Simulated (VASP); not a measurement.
A run of VASP 6.6.1 is set up as follows.

The input INCAR:

```
  ALGO = Normal
  EDIFF = 1E-6
  ENCUT = 520
  GGA = PS
  ISIF = 2
  ISMEAR = 1
  LASPH = T
  LCHARG = F
  LREAL = F
  LWAVE = F
  NBANDS = 35
  NELM = 60
  PREC = Accurate
  SIGMA = 0.2
```

KPOINTS

```
k-points
0
Gamma
  12 12 2
```

Contents of POSCAR:

```
MoS2
1.0
    3.2673000000      0.0000000000      0.0000000000
   -1.6336500000      2.8295648018      0.0000000000
    0.0000000000      0.0000000000     11.9418000000
Mo S
2 4
Direct
    0.3333333333      0.6666666667      0.2500000000
    0.6666666667      0.3333333333      0.7500000000
    0.3333333333      0.6666666667      0.6259932117
    0.6666666667      0.3333333333      0.1259932117
    0.3333333333      0.6666666667      0.8740067883
    0.6666666667      0.3333333333      0.3740067883
```

Potentials or basis: VASP PAW PBE potentials, release 64 (Mo_sv, S).

Command:

```console
$ cat potpaw_PBE.64/Mo_sv/POTCAR potpaw_PBE.64/S/POTCAR > POTCAR
$ mpirun -np 1 vasp_std > vasp.out
```

Question: Estimate the pressure.

Answer: -2.9 GPa.

Question: Predict the largest force.

Answer: 0.696 eV/Å.

Forces in eV/Å, atoms in the order of the input:
```
Mo   0.000  0.000  0.000
Mo   0.000  0.000  0.000
S    0.000  0.000 -0.696
S    0.000  0.000 -0.696
S    0.000  0.000  0.696
S    0.000  0.000  0.696
```

Caveat: the PAW data sets were made with another functional, which shifts forces and pressure a little; this functional lacks dispersion, which binds the layers, so the pressure and a relaxed spacing across them are unreliable.
